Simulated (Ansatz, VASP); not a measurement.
Sc: VASP beside Ansatz

File INCAR:

```
SYSTEM = Sc
PREC = Accurate
ENCUT = 520
EDIFF = 1E-7
ISMEAR = -1
SIGMA = 0.03
LREAL = .FALSE.
LASPH = .TRUE.
NELM = 80
ALGO = Normal
ISIF = 2
LWAVE = .FALSE.
LCHARG = .TRUE.
GGA = PE
LELF = .TRUE.
LVHAR = .TRUE.
NBANDS = 12
```

Contents of KPOINTS:

```
Automatic mesh
0
G
  13 13 13
  0 0 0
```

File POSCAR:

```
Sc
1.0
    0.0000000000      2.3550181912      2.3550181912
    2.3550181912      0.0000000000      2.3550181912
    2.3550181912      2.3550181912      0.0000000000
Sc
1
Direct
    0.0000000000      0.0000000000      0.0000000000
```

Input for Ansatz:

```yaml
crystal:
  lattice:
    - [0.0, 2.3550181912, 2.3550181912]
    - [2.3550181912, 0.0, 2.3550181912]
    - [2.3550181912, 2.3550181912, 0.0]
  atoms:
    - { symbol: Sc, position: [0.0, 0.0, 0.0] }
kpoints:
  mp_grid: { grid: [13, 13, 13] }
scf:
  occupations: { method: fermi_dirac, width: 0.03 }
hamiltonian:
  xc: pbe
  pseudopotentials: { kind: all_electron, lapw: { basis_error: 0.00025 } }
output:
  forces: true
  stress: true
  eigenvalues: true
```

Change from the starting cell: volume scaled by 1.06.

Alike in both runs: task single point; functional PBE; k mesh 13 × 13 × 13; occupations fermi-dirac, width 0.03 eV; no spin polarisation.

```csv
,VASP,Ansatz
version,VASP 6.6.1,Ansatz 0.2.0
potentials or method,"VASP PAW PBE potentials, release 64 (Sc_sv), cutoff 520 eV","all-electron LAPW, scalar-relativistic"
```

```csv
,VASP,Ansatz,Ansatz less VASP
pressure (GPa),-2.7,-2.7,-0.02
```

Ansatz ran all-electron here, and VASP with PAW potentials.
